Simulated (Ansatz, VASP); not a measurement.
# Co in VASP and in Ansatz

```
Co
1.0
     2.55747    0.00000    0.00000
    -1.27873    2.21483    0.00000
     0.00000    0.00000    3.84358
Co
2
Cartesian
  1.2787 0.7383 0.9988
  0.0000 1.4766 2.8448
```

Alike in both runs: task single point; functional PBEsol; k mesh 24 × 24 × 14; occupations gaussian, width 0.15 eV; collinear spin.

```csv
,VASP,Ansatz
version,VASP 6.6.1,Ansatz 0.2.0
potentials or method,"VASP PAW PBE potentials, release 64 (Co), cutoff 520 eV","scalar-relativistic, plane waves, PAW"
valence electrons in the cell,18,34
```

|  | VASP | Ansatz | Ansatz less VASP |
| --- | --- | --- | --- |
| gap on the k mesh at the Fermi level (eV) | none | none | - |
| pressure (GPa) | -9.1 | -8.5 | +0.59 |
| traceless stress, the component that is largest in VASP (GPa) | 13.36 | 13.92 | +0.552 |
| rms of the force components (eV/Å) | 0.381 | 0.391 | +0.0101 |
| net moment per atom (μB) | 1.59 | 1.60 | +0.005 |
| size of the moment on the site where the two differ most (μB) | 1.61 | 1.67 | +0.061 |

VASP's potentials were made for PBE, not for PBEsol. Site moments also hang on the region over which each program counts them. Atom by atom the forces differ by 0.010 eV/Å (rms over components). A gap of «none» marks a metal or a gap that the smearing closes. VASP's potentials hold 18 valence electrons a cell and Ansatz's 34, so a difference there can come from the potentials and not from the codes.
